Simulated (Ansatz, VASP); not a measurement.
**Two plane-wave programs on CaZrAs2**

Contents of INCAR:

```
ALGO = Normal
EDIFF = 1E-7
ENCUT = 520
GGA = PS
ISIF = 2
ISMEAR = 0
LASPH = T
LCHARG = F
LREAL = F
LWAVE = F
NBANDS = 24
NELM = 100
PREC = Accurate
SIGMA = 0.1
```

Contents of KPOINTS:

```
k-points
0
Gamma
  6 6 6
```

Contents of POSCAR:

```
CaZrAs2
1.0
    1.9152335627      1.1057606130      6.4801090668
   -1.9152335627      1.1057606130      6.4801090668
    0.0000000000     -2.2115212259      6.4801090668
Ca Zr As
1 1 2
Direct
    0.0000000000      0.0000000000      0.0000000000
    0.5000000000      0.5000000000      0.5000000000
    0.2381224000      0.2381224000      0.2381224000
    0.7618776000      0.7618776000      0.7618776000
```

Input for Ansatz:

```yaml
crystal:
  lattice:
    - [1.9152335627, 1.105760613, 6.4801090668]
    - [-1.9152335627, 1.105760613, 6.4801090668]
    - [0.0, -2.2115212259, 6.4801090668]
  atoms:
    - { symbol: Ca, position: [0.0, 0.0, 0.0] }
    - { symbol: Zr, position: [0.5, 0.5, 0.5] }
    - { symbol: As, position: [0.2381224, 0.2381224, 0.2381224] }
    - { symbol: As, position: [0.7618776, 0.7618776, 0.7618776] }
basis:
  ecutwfc: 420
kpoints:
  mp_grid: { grid: [6, 6, 6] }
hamiltonian:
  xc: pbesol
scf:
  occupations: { method: gaussian, width: 0.1 }
output:
  forces: true
  stress: true
  eigenvalues: true
```

Alike in both runs: task single point; functional PBEsol; k mesh 6 × 6 × 6; occupations gaussian, width 0.1 eV; no spin polarisation.

|  | VASP | Ansatz |
| --- | --- | --- |
| version | VASP 6.6.1 | Ansatz 0.2.0 |
| potentials or method | VASP PAW PBE potentials, release 64 (Ca_sv, Zr_sv, As), cutoff 520 eV | scalar-relativistic, plane waves, PAW |
| valence electrons in the cell | 32 | 52 |

|  | VASP | Ansatz | Ansatz less VASP |
| --- | --- | --- | --- |
| gap on the k mesh at the Fermi level (eV) | none | none | - |
| pressure (GPa) | 10.1 | 9.8 | -0.38 |
| traceless stress, the component that is largest in VASP (GPa) | 0.87 | 0.86 | -0.009 |
| rms of the force components (eV/Å) | 0.638 | 0.633 | -0.0048 |

VASP's potentials were made for PBE, not for PBEsol. Atom by atom the forces differ by 0.005 eV/Å (rms over components). A gap of «none» marks a metal or a gap that the smearing closes. With one functional, cell and mesh, what is left measures potentials, basis and numerics. VASP's potentials hold 32 valence electrons a cell and Ansatz's 52, so a difference there can come from the potentials and not from the codes.
